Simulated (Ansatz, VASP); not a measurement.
**Two plane-wave programs on P7Ru**

```
P Ru
1.0
     0.00000    3.85142    3.85142
     3.85142    0.00000    3.85142
     3.85142    3.85142    0.00000
P Ru
7 1
Direct
  0.00000 0.00000 0.00000
  0.00000 0.50000 0.00000
  0.50000 0.00000 0.00000
  0.00000 0.50000 0.50000
  0.50000 0.00000 0.50000
  0.00000 0.00000 0.50000
  0.50000 0.50000 0.00000
  0.50000 0.50000 0.50000
```

Change from the starting cell: species swapped into the CuPt7 type (Fm-3m, No. 225).

Alike in both runs: task single point; functional PBE; k mesh 4 × 4 × 4; occupations gaussian, width 0.1 eV; collinear spin.

|  | VASP | Ansatz |
| --- | --- | --- |
| version | VASP 6.6.1 | Ansatz 0.2.0 |
| potentials or method | VASP PAW PBE potentials, release 64 (P, Ru_pv), cutoff 520 eV | scalar-relativistic, plane waves, PAW |
| valence electrons in the cell | 49 | 51 |

|  | VASP | Ansatz | Ansatz less VASP |
| --- | --- | --- | --- |
| gap on the k mesh at the Fermi level (eV) | none | none | - |
| pressure (GPa) | -0.2 | 0.0 | +0.16 |
| net moment per atom (μB) | 0.00 | 0.00 | 0.000 |

A gap of «none» marks a metal or a gap that the smearing closes. The functional is the same, so the differences come from potentials, cutoffs and numerics. VASP's potentials hold 49 valence electrons a cell and Ansatz's 51, so a difference there can come from the potentials and not from the codes. Ansatz's warnings: seeded moment not kept.
